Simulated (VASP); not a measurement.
Set up this calculation in VASP 6.6.1, as the native input.

- Task: single point
- Functional: PBE
- Potentials or basis: VASP PAW PBE potentials, release 64 (Ga_d, As, Se)
- Cutoff: 520 eV
- k mesh: 6 × 6 × 2
- Occupations: gaussian, width 0.1 eV
- Spin: no spin polarisation
- Dipole correction: no
- Further INCAR settings: ALGO = Normal; EDIFF = 1e-06; NBANDS = 23

The structure of GaAsSe2 lies in POSCAR:

```
GaAsSe2
1.0
    4.1523492700      0.0000000000      0.0000000000
   -2.0761746300      3.5960399500      0.0000000000
    0.0000000000      0.0000000000      7.6905634500
Ga As Se
1 1 2
Direct
    0.0000000000      0.0000000000      0.0000000000
    0.0000000000      0.0000000000      0.5000000000
    0.0000000000      0.0000000000      0.2778703100
    0.0000000000      0.0000000000      0.7221296900
```

The cell was generated, and may not be a known phase.

These files were run (other wordings do the same):

INCAR

```
  ALGO = Normal
  EDIFF = 1E-6
  ENCUT = 520
  GGA = PE
  ISIF = 2
  ISMEAR = 0
  LASPH = T
  LCHARG = T
  LELF = T
  LREAL = F
  LVHAR = T
  LWAVE = F
  NBANDS = 23
  NELM = 100
  PREC = Accurate
  SIGMA = 0.1
```

KPOINTS

```
k-points
0
Gamma
  6 6 2
```

Potentials or basis: VASP PAW PBE potentials, release 64 (Ga_d, As, Se).

The run is started by

```bash
$ cat potpaw_PBE.64/Ga_d/POTCAR potpaw_PBE.64/As/POTCAR potpaw_PBE.64/Se/POTCAR > POTCAR
$ mpirun -np 1 vasp_std > vasp.out
```

Results of the run:

```json
{
 "Pressure": "60.0 GPa",
 "Largest force": "25.540 eV/Å",
 "Band gap on the k mesh": "zero (bands 15 and 16 overlap by 1.97 eV)"
}
```

Caveat: the k points lie up to 0.41 Å⁻¹ apart, too coarse for converged energies and pressures of a metal; forces of over 1 eV/Å act on the atoms, so gaps and moduli don't describe the material at rest.

Run time: 16 s on 1 thread of Intel(R) Xeon(R) 6975P-C (Granite Rapids), on a shared host, peak memory 0.25 GiB.
